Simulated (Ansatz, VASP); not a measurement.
## CaTi2N2 in VASP and in Ansatz

```xyz
5
Lattice="3.1116 0.0000 0.0000 -1.5558 2.6948 0.0000 0.0000 0.0000 7.9593" Properties=species:S:1:pos:R:3 pbc="T T T"
Ca    0.0000    1.7965    5.0568
Ti    0.0000    0.0000    0.1431
Ti    1.5558    0.8983    2.4301
N     0.0000    1.7965    1.1937
N     0.0000    0.0000    3.5928
```

Alike in both runs: functional PBE; k mesh 12 × 12 × 4; occupations gaussian, width 0.1 eV; no spin polarisation.

Ansatz relaxed the structure, and its values are those at the end. VASP's run is a single point on that final structure, the one shown.

```csv
,VASP,Ansatz
version,VASP 6.6.1,Ansatz 0.2.0
potentials or method,"VASP PAW PBE potentials, release 64 (Ca_sv, Ti_sv, N), cutoff 520 eV","scalar-relativistic, plane waves, PAW"
valence electrons in the cell,44,44
```

Ansatz gave:

* gap on the k mesh at the Fermi level (eV): none
* pressure (GPa): 0.0
* rms of the force components (eV/Å): 0.001

**Question.** Estimate VASP's values.

**Answer.** gap on the k mesh at the Fermi level (eV): none; pressure (GPa): 0.4; rms of the force components (eV/Å): 0.019.

A gap of «none» marks a metal or a gap that the smearing closes. The functional is the same, so the differences come from potentials, cutoffs and numerics.
